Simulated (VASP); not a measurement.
A run of VASP 6.6.1:

File INCAR:

```
SYSTEM = GaS3
PREC     = Accurate       ! precision mode
ENCUT    = 520            ! plane-wave cutoff, eV
EDIFF    = 1E-6           ! SCF threshold, eV
ISMEAR   = 0              ! smearing method
SIGMA    = 0.1            ! smearing width, eV
LREAL    = .False.        ! projectors in reciprocal space
LASPH    = .True.         ! aspherical terms in the spheres
NELM     = 100            ! most SCF steps
ALGO     = Normal         ! electronic algorithm
ISIF     = 2              ! what is computed and relaxed
LWAVE    = .False.        ! write WAVECAR
LCHARG   = .False.        ! write CHGCAR
GGA      = PE             ! functional
NBANDS   = 41             ! bands
```

Contents of KPOINTS:

```
Automatic mesh
0
Gamma
  3 3 4
  0 0 0
```

Contents of POSCAR:

```
GaS3
1.0
    7.2254833371      0.0000000000      0.0000000000
   -3.6127416685      6.2574521245      0.0000000000
    0.0000000000      0.0000000000      3.3281270624
Ga S
2 6
Direct
    0.3333333333      0.6666666667      0.2500000000
    0.6666666667      0.3333333333      0.7500000000
    0.8130069542      0.6260139085      0.2500000000
    0.1869930458      0.8130069542      0.7500000000
    0.3739860915      0.1869930458      0.2500000000
    0.1869930458      0.3739860915      0.7500000000
    0.8130069542      0.1869930458      0.2500000000
    0.6260139085      0.8130069542      0.7500000000
```

Potentials or basis: VASP PAW PBE potentials, release 64 (Ga_d, S).

Launch:

```console
$ cat potpaw_PBE.64/Ga_d/POTCAR potpaw_PBE.64/S/POTCAR > POTCAR
$ mpirun -np 1 vasp_std > vasp.out
```

Hardware: 1 thread of Intel Xeon 8259CL, on a shared host.

Q: How long does it take, and how much memory?

A: Wall time 110 s on 1 thread of Intel Xeon 8259CL, on a shared host, peak memory 0.28 GiB. Counts: scf iterations 14, k points 9.
